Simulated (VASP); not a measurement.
Here is a VASP 6.6.1 calculation.

INCAR

```
SYSTEM = C
  PREC = Accurate
  ENCUT = 520
  EDIFF = 1E-6
  ISMEAR = 0
  SIGMA = 0.15
  LREAL = .False.
  LASPH = .True.
  NELM = 100
  ALGO = Normal
  ISIF = 2
  LWAVE = .False.
  LCHARG = .True.
  GGA = PS
  IVDW = 12
  LELF = .True.
  LVHAR = .True.
  NBANDS = 11
```

Contents of KPOINTS:

```
regular mesh
0
Gamma
  21 21 12
  0 0 0
```

The input POSCAR:

```
C
1.0
    2.4576582469      0.0000000000      0.0000000000
   -1.2288291235      2.1283944757      0.0000000000
    0.0000000000      0.0000000000      3.5294822413
C
2
Direct
    0.3380317105      0.6760634210      0.0000000000
    0.6619682895      0.3239365790      0.0000000000
```

Potentials or basis: VASP PAW PBE potentials, release 64 (C).

Run with:

```sh
$ cat potpaw_PBE.64/C/POTCAR > POTCAR
$ mpirun -np 1 vasp_std > vasp.out
```

(1) Estimate the band gap on the k mesh.

(2) What does it give for the dispersion energy per atom?

(3) Predict the largest force.

Answers

(1) zero (bands 4 and 5 overlap by 0.46 eV).

(2) -0.105 eV.

(3) 2.327 eV/Å.

Caveat: the cell differs from its parent crystal (atoms displaced along a vibrational mode); the PAW data sets were made with another functional, which shifts forces and pressure a little.
